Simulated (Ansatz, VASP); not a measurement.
# Sc2Ta3O: VASP beside Ansatz

```
Sc Ta O
1.0
    -2.44791    2.44791    4.70911
     2.44791   -2.44791    4.70911
     2.44791    2.44791   -4.70911
Sc Ta O
2 3 1
Direct
  0.50000 0.00000 0.50000
  0.00000 0.50000 0.50000
  0.27856 0.27856 0.00000
  0.72144 0.72144 0.00000
  0.00000 0.00000 0.00000
  0.50000 0.50000 0.00000
```

Alike in both runs: functional PBE; k mesh 12 × 12 × 12; occupations gaussian, width 0.1 eV; no spin polarisation.

Ansatz relaxed the structure, and its values are those at the end. VASP's run is a single point on that final structure, the one shown.

```csv
,VASP,Ansatz
version,VASP 6.6.1,Ansatz 0.2.0
potentials or method,"VASP PAW PBE potentials, release 64 (Sc_sv, Ta_pv, O), cutoff 520 eV","scalar-relativistic, plane waves, PAW"
valence electrons in the cell,61,67
```

```tsv
	VASP	Ansatz	Ansatz less VASP
gap on the k mesh at the Fermi level (eV)	none	none	-
pressure (GPa)	0.3	0.0	-0.33
rms of the force components (eV/Å)	0.010	0.000	-0.0099
```

A gap of «none» marks a metal or a gap that the smearing closes. VASP's potentials hold 61 valence electrons a cell and Ansatz's 67, so a difference there can come from the potentials and not from the codes.

Neither program's run includes spin-orbit coupling.
